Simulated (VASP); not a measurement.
# Si (Fd-3m) in VASP: single point with PBE

Aim: the single point of Si with PBE.

All numbers are computed with VASP 6.6.1; they aren't measurements. Logs are shortened: lines on timing, memory, paths and dates and some standing lists are left out, and cuts for length are marked.

### Step 1. The cell of the first run

Symmetry: Fd-3m, No. 227, cubic system. The conventional cell has a = 5.515 Å, b = 5.515 Å, c = 5.515 Å, α = 90.00°, β = 90.00°, γ = 90.00°. Si (site symmetry -43m) has 4 Si at 2.39 Å within 3.2 Å.

### Step 2. Single point, PBE (20.97 Å³/atom)

File INCAR:

```
PREC     = Accurate       # precision mode
ENCUT    = 500            # plane-wave cutoff, eV
EDIFF    = 1E-6           # SCF threshold, eV
ISMEAR   = -1             # smearing method
SIGMA    = 0.02           # smearing width, eV
LREAL    = F              # projectors in reciprocal space
LASPH    = T              # aspherical terms in the spheres
NELM     = 120            # most SCF steps
ALGO     = Normal         # electronic algorithm
ISIF     = 2              # what is computed and relaxed
LWAVE    = F              # write WAVECAR
LCHARG   = T              # write CHGCAR
GGA      = PE             # functional
LELF     = T              # ELF
LVHAR    = T            
NBANDS   = 11             # bands
GGA_COMPAT= F
```

File KPOINTS:

```
Automatic mesh
0
Gamma
  10 10 10
```

File POSCAR:

```
Si
1.0
    0.0000000000      2.7576691254      2.7576691254
    2.7576691254      0.0000000000      2.7576691254
    2.7576691254      2.7576691254      0.0000000000
Si
2
Direct
    0.7500000000      0.7500000000      0.7500000000
    0.5000000000      0.5000000000      0.5000000000
```

Potentials or basis: VASP PAW PBE potentials, release 64 (Si).

Launch:

```
> cat potpaw_PBE.64/Si/POTCAR > POTCAR
> mpirun -np 1 vasp_std > vasp.out
```

OUTCAR:

```text
PREC = Accurate
   ENCUT = 500
   EDIFF = 1E-6
   ISMEAR = -1
   LREAL = F
   LASPH = T
   NELM = 120
   ISIF = 2
   GGA = PE

 ion  position               nearest neighbor table
   1  0.750  0.750  0.750-   2 2.39   2 2.39   2 2.39   2 2.39
   2  0.500  0.500  0.500-   1 2.39   1 2.39   1 2.39   1 2.39

  LATTYP: Found a face centered cubic cell.
 ALAT       =     5.5153382508

  Lattice vectors:

 A1 = (   0.0000000000,   2.7576691254,   2.7576691254)
 A2 = (   2.7576691254,   0.0000000000,   2.7576691254)
 A3 = (   2.7576691254,   2.7576691254,   0.0000000000)

Analysis of symmetry for initial positions (statically):
=====================================================================
 Subroutine PRICEL returns:
 Original cell was already a primitive cell.

 Routine SETGRP: Setting up the symmetry group for a
 face centered cubic supercell.

 Subroutine GETGRP returns: Found 48 space group operations
 (whereof 24 operations were pure point group operations)
 out of a pool of 48 trial point group operations.

The static configuration has the point symmetry T_d .
 The point group associated with its full space group is O_h .

Analysis of symmetry for dynamics (positions and initial velocities):
=====================================================================
 Subroutine PRICEL returns:
 Original cell was already a primitive cell.

 Routine SETGRP: Setting up the symmetry group for a
 face centered cubic supercell.

 Subroutine GETGRP returns: Found 48 space group operations
 (whereof 24 operations were pure point group operations)
 out of a pool of 48 trial point group operations.

The dynamic configuration has the point symmetry T_d .
 The point group associated with its full space group is O_h .

 Subroutine INISYM returns: Found 48 space group operations
 (whereof 24 operations are pure point group operations),
 and found     1 'primitive' translations

----------------------------------------------------------------------------------------

                                     Primitive cell

  volume of cell :      41.9427

  direct lattice vectors                    reciprocal lattice vectors
     0.000000000  2.757669125  2.757669125    -0.181312542  0.181312542  0.181312542
     2.757669125  0.000000000  2.757669125     0.181312542 -0.181312542  0.181312542
     2.757669125  2.757669125  0.000000000     0.181312542  0.181312542 -0.181312542

  length of vectors
     3.899933078  3.899933078  3.899933078     0.314042535  0.314042535  0.314042535
[... 88 lines left out ...]
   ISYM   =      2    0-nonsym 1-usesym 2-fastsym
   POTIM  = 0.5000    time-step for ionic-motion
   TEBEG  =    0.0;   TEEND  =   0.0 temperature during run
   PSTRESS=    0.0 pullay stress
   NELECT =       8.0000    total number of electrons
   NUPDOWN=      -1.0000    fix difference up-down
   EMIN   =  10.00;   EMAX   =-10.00  energy-range for DOS
   EFERMI =   0.00;   METHOD = LEGACY
   ISMEAR =    -1;   SIGMA  =   0.02  broadening in eV -4-tet -1-fermi 0-gaus
   EFERMI_NEDOS =   21; number of points for ismear=-14 and -15
   IALGO  =     38    algorithm
   IMIX   =      4    mixing-type and parameters
     AMIX     =   0.40;   BMIX     =  1.00
     AMIX_MAG =   1.60;   BMIX_MAG =  1.00
  volume/ion in A,a.u.               =      20.97       141.52
  Fermi-wavevector in a.u.,A,eV,Ry     =   0.942365  1.780812 12.082689  0.888053
  Thomas-Fermi vector in A             =   2.069968
   LORBIT       =      0    0 simple, 1 ext, 2 COOP (PROOUT), +10 PAW based schemes
   GGA     = PE    functional components
   LHFCALC =     F    Hartree Fock is set to
   AEXX    =    0.0000 exact exchange contribution
   IVDW    =     0    specifies the selected vdW correction
   LEPSILON=     F    determine dielectric tensor
   LRPA    =     F    only Hartree local field effects (RPA)
 non-spin polarized calculation
  energy-cutoff  :      500.00
  volume of cell :       41.94
 maximum number of plane-waves:      1090
   NGX = 15   NGY = 15   NGZ = 15

 number of electron       7.9999999 magnetization

 Free energy of the ion-electron system (eV)
  ---------------------------------------------------
  ext. energy  EPLUGINS =         0.00000000
  ---------------------------------------------------
  free energy    TOTEN  =       -10.84198320 eV

  energy without entropy =      -10.84198320  energy(sigma->0) =      -10.84198320

 E-fermi :   5.6907     XC(G=0):  -9.2285

 val. band max:        5.3661685696   @ k =   0.0000   0.0000   0.0000
 cond. band min:       6.0260378870   @ k =   0.4000   0.4000   0.0000
 fundamental gap:      0.6598693173
 Fermi energy:         5.6906551484

 k-point     1 :       0.0000    0.0000    0.0000
  band No.  band energies     occupation
      1      -6.2784      2.00000
      2       5.3662      2.00000
      3       5.3662      2.00000
      4       5.3662      2.00000
      5       7.9117      0.00000
      6       7.9117      0.00000
      7       7.9117      0.00000
      8       8.2129      0.00000
      9      13.0614      0.00000
     10      13.0614      0.00000
     11      13.1449      0.00000
[... 309 lines left out ...]
 k-point    24 :       0.4000    0.3000    0.0000
  band No.  band energies     occupation
      1      -4.2034      2.00000
      2       0.0026      2.00000
      3       2.6439      2.00000
      4       3.0396      2.00000
      5       6.4726      0.00000
      6       7.6530      0.00000
      7      12.0979      0.00000
      8      12.2681      0.00000
      9      15.6310      0.00000
     10      15.7006      0.00000
     11      17.2154      0.00000

 [... further k-points ...]

------------------------ aborting loop because EDIFF is reached ----------------------------------------

  FORCE on cell =-STRESS in cart. coord.  units (eV):
  Direction    XX          YY          ZZ          XY          YZ          ZX
  --------------------------------------------------------------------------------------
  -------------------------------------------------------------------------------------
  Total       -0.5617615     -0.5617615     -0.5617615      0.0000000      0.0000000      0.0000000
  in kB      -21.4588342    -21.4588342    -21.4588342      0.0000000      0.0000000      0.0000000
  external PRESSURE =     -21.4588342 kB  Pullay stress =       0.0000000 kB

 VOLUME and BASIS-vectors are now :
 -----------------------------------------------------------------------------
  energy-cutoff  :      500.00
  volume of cell :       41.94
      direct lattice vectors                 reciprocal lattice vectors
     0.000000000  2.757669125  2.757669125    -0.181312542  0.181312542  0.181312542
     2.757669125  0.000000000  2.757669125     0.181312542 -0.181312542  0.181312542
     2.757669125  2.757669125  0.000000000     0.181312542  0.181312542 -0.181312542

 POSITION                                       TOTAL-FORCE (eV/Angst)
 -----------------------------------------------------------------------------------
      4.13650      4.13650      4.13650        -0.000000     -0.000000     -0.000000
      2.75767      2.75767      2.75767         0.000000      0.000000      0.000000
 -----------------------------------------------------------------------------------
    total drift:                                0.000000      0.000000     -0.000000

  FREE ENERGIE OF THE ION-ELECTRON SYSTEM (eV)
  ---------------------------------------------------
  free  energy   TOTEN  =       -10.8419832034 eV

  energy  without entropy=      -10.8419832030  energy(sigma->0) =      -10.84198320
```

stdout:

```text
POSCAR found type information on POSCAR Si
 POSCAR found :  1 types and       2 ions
 scaLAPACK will be used
 LDA part: xc-table for (Slater+PW92), standard interpolation
 POSCAR, INCAR and KPOINTS ok, starting setup
 FFT: planning ... GRIDC
 FFT: planning ... GRID_SOFT
 FFT: planning ... GRID
 WAVECAR not read
 entering main loop
```

Run time: 9.5 s. Hardware: 1 thread of AMD EPYC 9R45 (Zen 5), shared host; peak memory 0.12 GiB.

Results:

```yaml
Free_energy: -10.8420 eV
Pressure: -2.1 GPa
Band_gap_on_the_k_mesh: 0.66 eV (least direct gap 2.53 eV)
```

Levels at points of the mesh, in eV from the valence-band top:
```tsv
k point	band 1	band 2	band 3	band 4	band 5	band 6	band 7	band 8	band 9
(0.00, 0.00, 0.00)	-11.64	0.00	0.00	0.00	2.55	2.55	2.55	2.85	7.70
(0.50, 0.00, 0.00)	-9.43	-6.75	-1.16	-1.16	1.38	3.36	3.36	7.67	10.43
(0.50, 0.50, 0.00)	-7.67	-7.67	-2.73	-2.73	0.80	0.80	9.72	9.72	10.83
```
